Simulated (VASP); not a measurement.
A run of VASP 6.6.1:

The input INCAR:

```
ALGO     = Normal         # electronic algorithm
EDIFF    = 1E-6           # SCF threshold, eV
ENCUT    = 520            # plane-wave cutoff, eV
GGA      = PE             # functional
ISIF     = 2              # what is computed and relaxed
ISMEAR   = -1             # smearing method
LASPH    = True           # aspherical terms in the spheres
LCHARG   = False          # write CHGCAR
LREAL    = False          # projectors in reciprocal space
LWAVE    = False          # write WAVECAR
NBANDS   = 20             # bands
NELM     = 100            # most SCF steps
PREC     = Accurate       # precision mode
SIGMA    = 0.01           # smearing width, eV
```

Contents of KPOINTS:

```
k-points
0
Gamma
  11 11 6
```

File POSCAR:

```
Tl
1.0
    3.4559983565      0.0000000000      0.0000000000
   -1.7279991783      2.9929823722      0.0000000000
    0.0000000000      0.0000000000      5.5250000000
Tl
2
Direct
    0.3333333333      0.6666666667      0.2500000000
    0.6666666667      0.3333333333      0.7500000000
```

Potentials or basis: VASP PAW PBE potentials, release 64 (Tl_d).

Run with:

```bash
$ cat potpaw_PBE.64/Tl_d/POTCAR > POTCAR
$ mpirun -np 1 vasp_std > vasp.out
```

Hardware: 1 thread of Intel(R) Xeon(R) Platinum 8259CL CPU @ 2.50GHz (Skylake/Cascade Lake), with other jobs on the host.

Task: How long does it take, and how much memory?

Result: Wall time 63 s on 1 thread of Intel(R) Xeon(R) Platinum 8259CL CPU @ 2.50GHz (Skylake/Cascade Lake), with other jobs on the host, peak memory 0.2 GiB. Counts: scf iterations 11, k points 64.
